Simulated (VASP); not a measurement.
**Te2Mo: relaxation of the atoms with PBE+D3(BJ)**

Te2Mo, a slab with vacuum:

```
Te Mo
1.0
     3.50388    0.00000    0.00000
    -1.75194    3.03445    0.00000
     0.00000    0.00000   24.76772
Te Mo
4 2
Direct
  0.33333 0.66667 0.18169
  0.33333 0.66667 0.32841
  0.33333 0.66667 0.47905
  0.33333 0.66667 0.62576
  0.66667 0.33333 0.25505
  0.66667 0.33333 0.55240
```

- Program: VASP 6.6.1
- Task: relaxation of the atoms
- Functional: PBE
- Dispersion: D3(BJ)
- Potentials or basis: VASP PAW PBE potentials, release 64 (Te, Mo_sv)
- Cutoff: 520 eV
- k mesh: 9 × 9 × 1
- Occupations: gaussian, width 0.05 eV
- Spin: no spin polarisation
- Dipole correction: yes
- Atoms held fixed (from 0): [0]
- Further INCAR settings: ALGO = Normal; EDIFF = 1e-06; IBRION = 2; EDIFFG = -0.003; NSW = 40
- Atoms held along some axes (from 0): atom 1 along a and b; atom 2 along a and b; atom 3 along a and b; atom 4 along a and b; atom 5 along a and b

```
Energy gained by relaxing  : 3.5 meV/atom
Ionic steps                : 23
Band gap on the k mesh     : 1.14 eV (least direct gap 1.16 eV)
Dispersion energy per atom : -0.448 eV
```

Step by step:
```
step  energy change (eV)  largest force on free atoms (eV/Å)  pressure (GPa)
   1              0.0000                              0.1393            0.08
   2             -0.0016                              0.0715            0.18
   3             -0.0023                              0.1135            0.31
   4             -0.0034                              0.1000            0.34
   5             -0.0036                              0.1244            0.35
   6             -0.0045                              0.0691            0.34
   7             -0.0053                              0.0955            0.31
   8             -0.0063                              0.0859            0.30
   9             -0.0079                              0.1631            0.26
  10             -0.0084                              0.1592            0.25
  11             -0.0096                              0.1467            0.23
  12             -0.0119                              0.1222            0.19
  13             -0.0154                              0.0749            0.11
  14             -0.0190                              0.0822           -0.05
  15             -0.0192                              0.1205           -0.10
  16             -0.0201                              0.0545           -0.14
  17             -0.0201                              0.0555           -0.14
  18             -0.0204                              0.0433           -0.14
  19             -0.0207                              0.0333           -0.14
  20             -0.0207                              0.0256           -0.11
  21             -0.0207                              0.0178           -0.11
  22             -0.0208                              0.0107           -0.09
  23             -0.0208                              0.0022           -0.10
```

Final structure:
```yaml
crystal:
  lattice:
    - [3.50388, 0.00000, 0.00000]
    - [-1.75194, 3.03445, 0.00000]
    - [0.00000, 0.00000, 24.76772]
  atoms:
    - { symbol: Te, position: [0.33333, 0.66667, 0.18169] }
    - { symbol: Te, position: [0.33333, 0.66667, 0.32843] }
    - { symbol: Te, position: [0.33333, 0.66667, 0.48986] }
    - { symbol: Te, position: [0.33333, 0.66667, 0.63662] }
    - { symbol: Mo, position: [0.66667, 0.33333, 0.25505] }
    - { symbol: Mo, position: [0.66667, 0.33333, 0.56325] }
```

Levels at points of the mesh, in eV from the valence-band top:
```tsv
k point	band 22	band 23	band 24	band 25	band 26	band 27	band 28	band 29	band 30	band 31
(0.00, 0.00, 0.00)	-0.85	-0.84	-0.84	-0.73	-0.31	3.14	3.14	3.20	3.20	3.42
```

It took 34 min on 1 thread of Oxide Virtual Turin-like Processor, with other jobs on the host, peak memory 0.43 GiB.

Caveat: spin-orbit coupling is left out, which moves the levels of the heavy elements.
